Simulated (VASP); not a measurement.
# Si16Ge (a cell with a defect) in VASP: further runs

Runs on Si16Ge (a cell with a defect). Level: PBE. Tasks: single point.

Program: VASP 6.6.1. These are calculated values, not measurements. Logs are shortened: lines on timing, memory, paths and dates and some standing lists are left out, and cuts for length are marked.

### Step 1. The cell of the first run

The cell holds a defect, 17 atoms: a = 7.679 Å, b = 7.679 Å, c = 7.679 Å, α = 60.00°, β = 60.00°, γ = 60.00°.

### Step 2. Single point, PBE

The input, INCAR:

```
PREC = Accurate ; ENCUT = 520
EDIFF = 1E-7 ; ISMEAR = -1
SIGMA = 0.02 ; LREAL = Auto
LASPH = T ; NELM = 60
ALGO = Normal ; ISIF = 2
LWAVE = F ; LCHARG = F
GGA = PE ; NBANDS = 53
```

The input, KPOINTS:

```
regular mesh
0
Gamma
  2 2 2
```

The input, POSCAR:

```
Si16Ge
1.0
    0.0000000000      5.4300000000      5.4300000000
    5.4300000000      0.0000000000      5.4300000000
    5.4300000000      5.4300000000      0.0000000000
Si Ge
16 1
Direct
   -0.0083163904     -0.0088370166     -0.0094355433
    0.1133529466      0.1126757827      0.1120980663
    0.0077348987      0.0091798343      0.4751302947
    0.1284139042      0.1300302947      0.6139472376
    0.0078333333      0.4756959484      0.0087639042
    0.1286142726      0.6145783610      0.1294223757
    0.0062156538      0.5011779006      0.5005753223
    0.1408015654      0.6192527624      0.6189157459
    0.4762779006      0.0079569061      0.0074012891
    0.6149564457      0.1289949355      0.1281958564
    0.4996458564      0.0081093923      0.4995554328
    0.6187106814      0.1413624309      0.6182451197
    0.4998452118      0.5003496317      0.0073840700
    0.6188819521      0.6188136280      0.1408806630
    0.5097631676      0.5100850829      0.5096263352
    0.6330762431      0.6349239411      0.6341839779
    0.8605249540      0.8600115101      0.8593367403
```

Potentials or basis: VASP PAW PBE potentials, release 64 (Si, Ge_d).

The run is started by

```
$ cat potpaw_PBE.64/Si/POTCAR potpaw_PBE.64/Ge_d/POTCAR > POTCAR
$ mpirun -np 1 vasp_std > vasp.out
```

OUTCAR:

```text
PREC = Accurate
   ENCUT = 520
   EDIFF = 1E-7
   ISMEAR = -1
   LREAL = Auto
   LASPH = T
   NELM = 60
   ISIF = 2
   GGA = PE

 ion  position               nearest neighbor table
   1  0.992  0.991  0.991-   2 2.29   6 2.37   4 2.37  10 2.37  17 2.47
   2  0.113  0.113  0.112-   9 2.29   3 2.29   1 2.29   5 2.29
   3  0.008  0.009  0.475-   2 2.29   4 2.39  17 2.42  12 2.44   8 2.45
   4  0.128  0.130  0.614-   7 2.33  11 2.33   1 2.37   3 2.39  17 2.93
   5  0.008  0.476  0.009-   2 2.29   6 2.39  17 2.42  14 2.44   8 2.45
   6  0.129  0.615  0.129-   7 2.33  13 2.33   1 2.37   5 2.39  17 2.93
   7  0.006  0.501  0.501-   8 2.33   6 2.33   4 2.33  16 2.34
   8  0.141  0.619  0.619-  15 2.32   7 2.33   5 2.45   3 2.45  17 2.63
   9  0.476  0.008  0.007-   2 2.29  10 2.39  17 2.42  12 2.44  14 2.44
  10  0.615  0.129  0.128-  11 2.33  13 2.33   1 2.37   9 2.39  17 2.93
  11  0.500  0.008  0.500-  12 2.33   4 2.33  10 2.33  16 2.34
  12  0.619  0.141  0.618-  15 2.32  11 2.33   3 2.44   9 2.44  17 2.64
  13  0.500  0.500  0.007-  14 2.33   6 2.33  10 2.33  16 2.34
  14  0.619  0.619  0.141-  15 2.32  13 2.33   5 2.44   9 2.44  17 2.64
  15  0.510  0.510  0.510-  12 2.32  14 2.32   8 2.32  16 2.34
  16  0.633  0.635  0.634-  15 2.34   7 2.34  13 2.34  11 2.34
  17  0.861  0.860  0.859-   9 2.42   3 2.42   5 2.42   1 2.47   8 2.63  14 2.64  12 2.64  10 2.93
                             4 2.93   6 2.93

  LATTYP: Found a face centered cubic cell.
 ALAT       =    10.8600000000

  Lattice vectors:

 A1 = (   0.0000000000,   5.4300000000,   5.4300000000)
 A2 = (   5.4300000000,   0.0000000000,   5.4300000000)
 A3 = (   5.4300000000,   5.4300000000,   0.0000000000)

Analysis of symmetry for initial positions (statically):
=====================================================================
 Subroutine PRICEL returns:
 Original cell was already a primitive cell.

 Routine SETGRP: Setting up the symmetry group for a
 face centered cubic supercell.

 Subroutine GETGRP returns: Found  1 space group operations
 (whereof  1 operations were pure point group operations)
 out of a pool of 48 trial point group operations.

The static configuration has the point symmetry C_1 .

Analysis of symmetry for dynamics (positions and initial velocities):
=====================================================================
 Subroutine PRICEL returns:
 Original cell was already a primitive cell.

 Routine SETGRP: Setting up the symmetry group for a
 face centered cubic supercell.

 Subroutine GETGRP returns: Found  1 space group operations
 (whereof  1 operations were pure point group operations)
 out of a pool of 48 trial point group operations.

The dynamic configuration has the point symmetry C_1 .

 Subroutine INISYM returns: Found  1 space group operations
 (whereof  1 operations are pure point group operations),
 and found     1 'primitive' translations

----------------------------------------------------------------------------------------

                                     Primitive cell

  volume of cell :     320.2060

  direct lattice vectors                    reciprocal lattice vectors
     0.000000000  5.430000000  5.430000000    -0.092081031  0.092081031  0.092081031
     5.430000000  0.000000000  5.430000000     0.092081031 -0.092081031  0.092081031
     5.430000000  5.430000000  0.000000000     0.092081031  0.092081031 -0.092081031

  length of vectors
     7.679179644  7.679179644  7.679179644     0.159489025  0.159489025  0.159489025

  position of ions in fractional coordinates (direct lattice)
     0.991683610  0.991162983  0.990564457
     0.113352947  0.112675783  0.112098066
     0.007734899  0.009179834  0.475130295
     0.128413904  0.130030295  0.613947238
     0.007833333  0.475695948  0.008763904
     0.128614273  0.614578361  0.129422376
[... 9 lines left out ...]
     0.633076243  0.634923941  0.634183978
     0.860524954  0.860011510  0.859336740

  ion indices of the primitive-cell ions
   primitive index   ion index
                 1           1
                 2           2
                 3           3
                 4           4
                 5           5
                 6           6
[... 9 lines left out ...]
                16          16
                17          17

----------------------------------------------------------------------------------------

 KPOINTS: regular mesh

Automatic generation of k-mesh.
 Grid dimensions read from file:
 generate k-points for:    2    2    2

 Generating k-lattice:

  Cartesian coordinates                     Fractional coordinates (reciprocal lattice)
    -0.046040516  0.046040516  0.046040516     0.500000000  0.000000000  0.000000000
     0.046040516 -0.046040516  0.046040516     0.000000000  0.500000000  0.000000000
     0.046040516  0.046040516 -0.046040516     0.000000000  0.000000000  0.500000000

  Length of vectors
     0.079744512  0.079744512  0.079744512

  Shift w.r.t. Gamma in fractional coordinates (k-lattice)
     0.000000000  0.000000000  0.000000000

 Subroutine IBZKPT returns following result:
 ===========================================

 Found      8 irreducible k-points:

 Following reciprocal coordinates:
            Coordinates               Weight
  0.000000  0.000000  0.000000      1.000000
  0.500000  0.000000  0.000000      1.000000
  0.000000  0.500000  0.000000      1.000000
  0.000000  0.000000  0.500000      1.000000
  0.500000  0.500000  0.500000      1.000000
  0.500000  0.500000  0.000000      1.000000
  0.000000  0.500000  0.500000      1.000000
  0.500000  0.000000  0.500000      1.000000
   k-points           NKPTS =      8   k-points in BZ     NKDIM =      8   number of bands    NBANDS=     53
   number of dos      NEDOS =    301   number of ions     NIONS =     17
   total plane-waves  NPLWV = 216000
   dimension x,y,z NGX =    60 NGY =   60 NGZ =   60
   dimension x,y,z NGXF=   120 NGYF=  120 NGZF=  120
   ions per type =              16   1
   NGX,Y,Z   is equivalent  to a cutoff of  12.99, 12.99, 12.99 a.u.
   NGXF,Y,Z  is equivalent  to a cutoff of  25.98, 25.98, 25.98 a.u.
 SYSTEM =  unknown system
   PREC   = accura    normal or accurate (medium, high low for compatibility)
   ISTART =      0    job   : 0-new  1-cont  2-samecut
   ICHARG =      2    charge: 1-file 2-atom 10-const
   ISPIN  =      1    spin polarized calculation?
   LNONCOLLINEAR =      F non collinear calculations
   LSORBIT =      F    spin-orbit coupling
   LASPH  =      T    aspherical Exc in radial PAW
   ENCUT  =  520.0 eV  38.22 Ry    6.18 a.u.  14.28 14.28 14.28*2*pi/ulx,y,z
   NELM   =     60;   NELMIN=  2; NELMDL= -5     # of ELM steps
   EDIFF  = 0.1E-06   stopping-criterion for ELM
   LREAL  =      T    real-space projection
   EDIFFG = 0.1E-05   stopping-criterion for IOM
   NSW    =      0    number of steps for IOM
   IBRION =     -1    ionic relax: 0-MD 1-quasi-New 2-CG
   NFREE  =      0    steps in history (QN), initial steepest desc. (CG)
   ISIF   =      2    stress and relaxation
   ISYM   =      2    0-nonsym 1-usesym 2-fastsym
   POTIM  = 0.5000    time-step for ionic-motion
   TEBEG  =    0.0;   TEEND  =   0.0 temperature during run
   PSTRESS=    0.0 pullay stress
   NELECT =      78.0000    total number of electrons
   NUPDOWN=      -1.0000    fix difference up-down
   EMIN   =  10.00;   EMAX   =-10.00  energy-range for DOS
   EFERMI =   0.00;   METHOD = LEGACY
   ISMEAR =    -1;   SIGMA  =   0.02  broadening in eV -4-tet -1-fermi 0-gaus
   EFERMI_NEDOS =   21; number of points for ismear=-14 and -15
   IALGO  =     38    algorithm
   IMIX   =      4    mixing-type and parameters
     AMIX     =   0.40;   BMIX     =  1.00
     AMIX_MAG =   1.60;   BMIX_MAG =  1.00
  volume/ion in A,a.u.               =      18.84       127.11
  Fermi-wavevector in a.u.,A,eV,Ry     =   1.022421  1.932096 14.222785  1.045345
  Thomas-Fermi vector in A             =   2.156100
   LORBIT       =      0    0 simple, 1 ext, 2 COOP (PROOUT), +10 PAW based schemes
   GGA     = PE    functional components
   LHFCALC =     F    Hartree Fock is set to
   AEXX    =    0.0000 exact exchange contribution
   IVDW    =     0    specifies the selected vdW correction
   LEPSILON=     F    determine dielectric tensor
   LRPA    =     F    only Hartree local field effects (RPA)
 non-spin polarized calculation
  energy-cutoff  :      520.00
  volume of cell :      320.21
 maximum number of plane-waves:      8646
 NGX is ok and might be reduce to    60
   NGX = 29   NGY = 29   NGZ = 29

 number of electron      78.0000003 magnetization

 Free energy of the ion-electron system (eV)
  ---------------------------------------------------
  ext. energy  EPLUGINS =         0.00000000
  ---------------------------------------------------
  free energy    TOTEN  =       -86.59051574 eV

  energy without entropy =      -86.57855937  energy(sigma->0) =      -86.58453756

 E-fermi :   6.9316     XC(G=0):  -9.7560

 val. band max:        6.7411631876   @ k =   0.0000   0.0000   0.0000
 cond. band min:       6.9439964976   @ k =   0.0000   0.0000   0.0000
 fundamental gap:      0.2028333099
 Fermi energy:         6.9315843690

 k-point     1 :       0.0000    0.0000    0.0000
  band No.  band energies     occupation
      1     -18.2333      2.00000
      2     -18.2292      2.00000
      3     -18.2289      2.00000
      4     -18.2166      2.00000
      5     -18.2157      2.00000
      6      -6.4929      2.00000
[... 43 lines left out ...]
     50       8.2089      0.00000
     51       8.9520      0.00000

 k-point     2 :       0.5000    0.0000    0.0000
  band No.  band energies     occupation
      1     -18.2333      2.00000
      2     -18.2292      2.00000
      3     -18.2289      2.00000
      4     -18.2166      2.00000
      5     -18.2157      2.00000
      6      -6.1451      2.00000
[... 316 lines left out ...]
 k-point     8 :       0.5000    0.0000    0.5000
  band No.  band energies     occupation
      1     -18.2333      2.00000
      2     -18.2292      2.00000
      3     -18.2289      2.00000
      4     -18.2166      2.00000
      5     -18.2157      2.00000
      6      -6.0410      2.00000
[... 43 lines left out ...]
     50      10.3280      0.00000
     51      10.4238      0.00000
 [bands above 51 left out]

------------------------ aborting loop because EDIFF is reached ----------------------------------------

  FORCE on cell =-STRESS in cart. coord.  units (eV):
  Direction    XX          YY          ZZ          XY          YZ          ZX
  --------------------------------------------------------------------------------------
  -------------------------------------------------------------------------------------
  Total       12.8202521     12.8330295     12.8458287     -0.3832450     -0.3422439     -0.3929227
  in kB       64.1471941     64.2111265     64.2751687     -1.9175981     -1.7124457     -1.9660213
  external PRESSURE =      64.2111631 kB  Pullay stress =       0.0000000 kB

 VOLUME and BASIS-vectors are now :
 -----------------------------------------------------------------------------
  energy-cutoff  :      520.00
  volume of cell :      320.21
      direct lattice vectors                 reciprocal lattice vectors
     0.000000000  5.430000000  5.430000000    -0.092081031  0.092081031  0.092081031
     5.430000000  0.000000000  5.430000000     0.092081031 -0.092081031  0.092081031
     5.430000000  5.430000000  0.000000000     0.092081031  0.092081031 -0.092081031

 POSITION                                       TOTAL-FORCE (eV/Angst)
 -----------------------------------------------------------------------------------
     10.76078     10.76361     10.76686         0.093875      0.087016      0.087876
      1.22052      1.22420      1.22734         0.066118      0.064465      0.066432
      2.62980      2.62196      0.09185         0.017239      0.022885     -0.083316
      4.03980      4.03102      1.40335         0.008659      0.013243     -0.019412
      2.63062      0.09012      2.62556         0.017014     -0.082914      0.021335
      4.03992      1.40114      4.03554         0.008803     -0.020243      0.013035
[... 9 lines left out ...]
      6.89126      6.88122      6.88524        -0.061667     -0.055943     -0.056378
      9.33606      9.33885      9.34251         0.146177      0.150624      0.147187
 -----------------------------------------------------------------------------------
    total drift:                                0.002750      0.004664      0.000309

  FREE ENERGIE OF THE ION-ELECTRON SYSTEM (eV)
  ---------------------------------------------------
  free  energy   TOTEN  =       -86.5905157409 eV

  energy  without entropy=      -86.5785593706  energy(sigma->0) =      -86.58453756
```

Run time: 2.6 min. Hardware: 1 thread of Intel Xeon 6975P-C (Granite Rapids), shared host; peak memory 0.49 GiB.

Results:

```
Free energy            : -86.5905 eV
Pressure               : 6.4 GPa
Largest force          : 0.256 eV/Å
Band gap on the k mesh : zero (band 39 reaches 6.97 eV, above the bottom of band 40 at 6.74 eV)
```

Forces in eV/Å, atoms in the order of the input:
```
Si   0.094  0.087  0.088
Si   0.066  0.064  0.066
Si   0.017  0.023 -0.083
Si   0.009  0.013 -0.019
Si   0.017 -0.083  0.021
Si   0.009 -0.020  0.013
Si  -0.022 -0.024 -0.025
Si  -0.022 -0.035 -0.031
Si  -0.075  0.017  0.017
Si  -0.015  0.009  0.007
Si  -0.025 -0.015 -0.025
Si  -0.029 -0.016 -0.032
Si  -0.025 -0.025 -0.015
Si  -0.029 -0.034 -0.017
Si  -0.056 -0.057 -0.057
Si  -0.062 -0.056 -0.056
Ge   0.146  0.151  0.147
```

Stress tensor (GPa, compression positive):
```
 6.41 -0.19 -0.20
-0.19  6.42 -0.17
-0.20 -0.17  6.43
```

Levels at points of the mesh, in eV from the Fermi level:
| k point | band 35 | band 36 | band 37 | band 38 | band 39 | band 40 | band 41 | band 42 | band 43 | band 44 |
| --- | --- | --- | --- | --- | --- | --- | --- | --- | --- | --- |
| (0.00, 0.00, 0.00) | -1.68 | -0.89 | -0.75 | -0.74 | -0.42 | -0.19 | -0.19 | 0.01 | 0.02 | 0.43 |
| (0.50, 0.00, 0.00) | -1.52 | -1.50 | -1.50 | -1.37 | -0.26 | 0.33 | 0.67 | 0.79 | 0.85 | 1.23 |
| (0.00, 0.50, 0.00) | -1.52 | -1.50 | -1.50 | -1.38 | -0.26 | 0.34 | 0.67 | 0.78 | 0.85 | 1.24 |
| (0.00, 0.00, 0.50) | -1.52 | -1.50 | -1.50 | -1.38 | -0.26 | 0.34 | 0.67 | 0.79 | 0.85 | 1.24 |
| (0.50, 0.50, 0.50) | -1.48 | -1.48 | -1.46 | -1.46 | -0.36 | 0.39 | 0.41 | 1.01 | 1.01 | 1.14 |
| (0.50, 0.50, 0.00) | -2.12 | -2.02 | -1.89 | -1.25 | 0.04 | 0.64 | 1.04 | 1.13 | 1.19 | 1.87 |
| (0.00, 0.50, 0.50) | -2.12 | -2.02 | -1.90 | -1.26 | 0.04 | 0.65 | 1.04 | 1.12 | 1.18 | 1.88 |
| (0.50, 0.00, 0.50) | -2.12 | -2.03 | -1.89 | -1.25 | 0.04 | 0.65 | 1.04 | 1.13 | 1.19 | 1.87 |

Caveat: the k points lie up to 0.50 Å⁻¹ apart.

### Step 3. Single point, PBE

The input, INCAR:

```
SYSTEM = Si16Ge
  PREC = Accurate
  ENCUT = 520
  EDIFF = 1E-7
  ISMEAR = -1
  SIGMA = 0.02
  LREAL = Auto
  LASPH = .TRUE.
  NELM = 80
  ALGO = Normal
  ISIF = 2
  LWAVE = .FALSE.
  LCHARG = .FALSE.
  GGA = PE
  NBANDS = 53
```

The input, KPOINTS:

```
Automatic mesh
0
G
  2 2 2
  0 0 0
```

The input, POSCAR:

```
Si16Ge
1.0
    0.0000000000      5.4300000000      5.4300000000
    5.4300000000      0.0000000000      5.4300000000
    5.4300000000      5.4300000000      0.0000000000
Si Ge
16 1
Direct
   -0.0228837017     -0.0229975138     -0.0233940147
    0.1018174954      0.1022909761      0.1018589319
    0.0188561694      0.0188066298      0.4570486188
    0.1307915285      0.1320116022      0.6066740331
    0.0186296501      0.4575414365      0.0185040516
    0.1308666667      0.6070604052      0.1315646409
    0.0097794659      0.5029814917      0.5025645488
    0.1447639963      0.6212048803      0.6212430018
    0.4569438306      0.0189661142      0.0189007366
    0.6072347145      0.1313597606      0.1308525783
    0.5017355433      0.0106147330      0.5017799263
    0.6205597606      0.1446840700      0.6208070902
    0.5018580110      0.5023163904      0.0103191529
    0.6209034070      0.6212080110      0.1443290055
    0.5150694291      0.5149320442      0.5146395948
    0.6388277164      0.6397757827      0.6394428177
    0.8374413444      0.8385571823      0.8376109576
```

Potentials or basis: VASP PAW PBE potentials, release 64 (Si, Ge_d).

The run is started by

```
$ cat potpaw_PBE.64/Si/POTCAR potpaw_PBE.64/Ge_d/POTCAR > POTCAR
$ mpirun -np 1 vasp_std > vasp.out
```

It took 2.7 min on 1 thread of Intel Xeon 6975P-C (Granite Rapids), shared host; peak memory 0.49 GiB.

The run converged. Its results:

```
Free energy            : -86.3744 eV
Pressure               : 5.6 GPa
Largest force          : 0.097 eV/Å
Band gap on the k mesh : zero (band 39 reaches 6.86 eV, above the bottom of band 40 at 6.71 eV)
```

Forces in eV/Å, atoms in the order of the input:
```
Si   0.008  0.003  0.004
Si   0.018  0.017  0.018
Si   0.029  0.015  0.031
Si   0.018  0.022  0.009
Si   0.029  0.032  0.015
Si   0.019  0.009  0.022
Si  -0.002 -0.014 -0.014
Si  -0.003 -0.020 -0.015
Si   0.027  0.019  0.022
Si   0.019  0.017  0.018
Si  -0.007  0.017 -0.011
Si  -0.013  0.005 -0.004
Si  -0.009 -0.013  0.013
Si  -0.014 -0.007  0.000
Si  -0.026 -0.026 -0.027
Si  -0.032 -0.025 -0.025
Ge  -0.059 -0.051 -0.057
```

Stress tensor (GPa, compression positive):
```
 5.61 -0.74 -0.74
-0.74  5.59 -0.74
-0.74 -0.74  5.60
```

Levels at points of the mesh, in eV from the Fermi level:
| k point | band 35 | band 36 | band 37 | band 38 | band 39 | band 40 | band 41 | band 42 | band 43 | band 44 |
| --- | --- | --- | --- | --- | --- | --- | --- | --- | --- | --- |
| (0.00, 0.00, 0.00) | -1.47 | -1.06 | -0.65 | -0.63 | -0.63 | -0.13 | -0.13 | 0.18 | 0.18 | 0.69 |
| (0.50, 0.00, 0.00) | -1.47 | -1.45 | -1.41 | -0.99 | -0.18 | 0.13 | 0.71 | 0.82 | 0.98 | 1.24 |
| (0.00, 0.50, 0.00) | -1.47 | -1.45 | -1.40 | -0.99 | -0.18 | 0.13 | 0.71 | 0.82 | 0.98 | 1.24 |
| (0.00, 0.00, 0.50) | -1.47 | -1.45 | -1.40 | -0.99 | -0.18 | 0.13 | 0.71 | 0.82 | 0.98 | 1.24 |
| (0.50, 0.50, 0.50) | -1.38 | -1.38 | -1.28 | -1.28 | -0.31 | 0.34 | 0.35 | 1.11 | 1.17 | 1.17 |
| (0.50, 0.50, 0.00) | -2.06 | -1.89 | -1.77 | -1.01 | 0.01 | 0.37 | 1.21 | 1.37 | 1.62 | 1.84 |
| (0.00, 0.50, 0.50) | -2.06 | -1.89 | -1.77 | -1.01 | 0.01 | 0.37 | 1.21 | 1.37 | 1.62 | 1.84 |
| (0.50, 0.00, 0.50) | -2.06 | -1.89 | -1.78 | -1.01 | 0.01 | 0.37 | 1.21 | 1.37 | 1.62 | 1.84 |

Caveat: the k points lie up to 0.50 Å⁻¹ apart.
